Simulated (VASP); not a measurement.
Set up this calculation in VASP 6.6.1, as the native input.

| Property | Result |
| --- | --- |
| Task | single point |
| Functional | PBE |
| Potentials or basis | VASP PAW PBE potentials, release 64 (Ge_d, Te, S) |
| Cutoff | 520 eV |
| k mesh | 3 × 3 × 4 |
| Occupations | gaussian, width 0.1 eV |
| Spin | no spin polarisation |
| Dipole correction | no |
| Further INCAR settings | ALGO = Normal; EDIFF = 1e-07; NBANDS = 39 |

The structure of Ge3Te2S lies in POSCAR:

```
Ge3Te2S
1.0
    6.3391112459      0.0000000000      0.0000000000
   -3.1695556229      5.4898313763      0.0000000000
    0.0000000000      0.0000000000      5.0426123456
Ge Te S
3 2 1
Direct
    0.0000000000      0.5000000000      0.9822171999
    0.5000000000      0.0000000000      0.9822171999
    0.5000000000      0.5000000000      0.9822171999
    0.6666666667      0.3333333333      0.5839296446
    0.3333333333      0.6666666667      0.5839296446
    0.0000000000      0.0000000000      0.0554840212
```

The cell was generated, and may not be a known phase.

These files were run (other wordings do the same):

INCAR

```
PREC = Accurate
ENCUT = 520
EDIFF = 1E-7
ISMEAR = 0
SIGMA = 0.1
LREAL = False
LASPH = True
NELM = 80
ALGO = Normal
ISIF = 2
LWAVE = False
LCHARG = False
GGA = PE
NBANDS = 39
```

KPOINTS

```
regular mesh
0
Gamma
  3 3 4
```

Potentials or basis: VASP PAW PBE potentials, release 64 (Ge_d, Te, S).

The run is started by

```console
$ cat potpaw_PBE.64/Ge_d/POTCAR potpaw_PBE.64/Te/POTCAR potpaw_PBE.64/S/POTCAR > POTCAR
$ mpirun -np 1 vasp_std > vasp.out
```

Results of the run:

```yaml
Pressure: 0.1 GPa
Largest_force: 0.051 eV/Å
Band_gap_on_the_k_mesh: zero (bands 30 and 31 overlap by 0.34 eV)
```

Caveat: the k points lie up to 0.38 Å⁻¹ apart; spin-orbit coupling is left out, which moves the levels of the heavy elements.

Wall time 63 s on 1 thread of Intel(R) Xeon(R) Platinum 8488C (Sapphire Rapids) (shared host), peak memory 0.32 GiB.
